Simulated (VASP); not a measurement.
Input of a VASP 6.6.1 run:

Contents of INCAR:

```
PREC = Accurate
ENCUT = 520
EDIFF = 1E-6
ISMEAR = 0
SIGMA = 0.1
LREAL = False
LASPH = True
NELM = 60
ALGO = Normal
ISIF = 2
LWAVE = False
LCHARG = False
GGA = PE
NBANDS = 18
```

KPOINTS

```
Automatic mesh
0
Gamma
  16 16 16
```

POSCAR

```
FeC3
1.0
    3.0803763141      0.0000000000      0.0000000000
    0.0000000000      3.0803763141      0.0000000000
    0.0000000000      0.0000000000      3.0803763141
Fe C
1 3
Direct
    0.0000000000      0.0000000000      0.0000000000
    0.0000000000      0.5000000000      0.5000000000
    0.5000000000      0.0000000000      0.5000000000
    0.5000000000      0.5000000000      0.0000000000
```

Potentials or basis: VASP PAW PBE potentials, release 64 (Fe, C).

The run is started by

```bash
$ cat potpaw_PBE.64/Fe/POTCAR potpaw_PBE.64/C/POTCAR > POTCAR
$ mpirun -np 1 vasp_std > vasp.out
```

(1) What does it give for the pressure?

(2) What does it give for the band gap on the k mesh?

Answers

(1) 1.0 GPa.

(2) zero (bands 10 and 11 overlap by 0.99 eV).

Caveat: the run has no spin polarisation, though such a crystal can be magnetic.
